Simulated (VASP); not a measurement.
A run of VASP 6.6.1 is set up as follows.

The input INCAR:

```
SYSTEM = LaHg2
PREC = Accurate ; ENCUT = 520
EDIFF = 1E-6 ; ISMEAR = -1
SIGMA = 0.08 ; LREAL = .False.
LASPH = .True. ; NELM = 100
ALGO = Normal ; ISIF = 2
LWAVE = .False. ; LCHARG = .False.
GGA = CA ; NBANDS = 24
```

The input KPOINTS:

```
Automatic mesh
0
Gamma
  8 8 9
  0 0 0
```

POSCAR

```
LaHg2
1.0
    4.9579982887      0.0000000000      0.0000000000
   -2.4789991444      4.2937524700      0.0000000000
    0.0000000000      0.0000000000      3.6036000000
La Hg
1 2
Direct
    0.0000000000      0.0000000000      0.0000000000
    0.3333333333      0.6666666667      0.5000000000
    0.6666666667      0.3333333333      0.5000000000
```

Potentials or basis: VASP PAW LDA potentials, release 64 (La, Hg).

Command:

```bash
$ cat potpaw_LDA.64/La/POTCAR potpaw_LDA.64/Hg/POTCAR > POTCAR
$ mpirun -np 1 vasp_std > vasp.out
```

Question: Predict the pressure.

Answer: -2.1 GPa.

Stress tensor (GPa, compression positive):
```
-1.75  0.00  0.00
 0.00 -1.75  0.00
 0.00  0.00 -2.94
```

Caveat: the cell differs from its parent crystal (zz strain of -1 %).
